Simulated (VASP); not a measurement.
Sr, 3 atoms in the cell. Symmetry: P6/mmm, No. 191, hexagonal system. The conventional cell has a = 6.553 Å, b = 6.553 Å, c = 3.891 Å, α = 90.00°, β = 90.00°, γ = 120.00°. Sr (site symmetry 6/mmm) has 14 Sr at 3.89 to 4.25 Å within 5.1 Å. Sr (site symmetry -6m2) has 11 Sr at 3.78 to 4.25 Å within 5.0 Å. This isn't the form of Sr at room conditions, which is fcc.

```yaml
Program: VASP 6.6.1
Task: relaxation of cell and atoms
Functional: LDA
Potentials_or_basis: VASP PAW LDA potentials, release 64 (Sr_sv)
Cutoff: 600 eV
k_mesh: 6 × 6 × 8
Occupations: fermi-dirac, width 0.1 eV
Spin: no spin polarisation
Target_pressure: 0.14 GPa
Dipole_correction: no
Further_INCAR_settings: ALGO = Normal; EDIFF = 1e-06; IBRION = 2; EDIFFG = -0.005; NSW = 32; ISIF = 3
```

Potentials or basis: VASP PAW LDA potentials, release 64 (Sr_sv).

Launch:

```bash
$ cat potpaw_LDA.64/Sr_sv/POTCAR > POTCAR
$ mpirun -np 1 vasp_std > vasp.out
```

Hardware: 1 thread of AMD EPYC 9R45 96-Core Processor (Zen 5) (shared host).

Q: Estimate the wall time of this run.

A: Run time: 48 s on 1 thread of AMD EPYC 9R45 96-Core Processor (Zen 5), with other jobs on the host, peak memory 0.25 GiB. Counts: scf iterations 11, k points 35, ion steps 1.
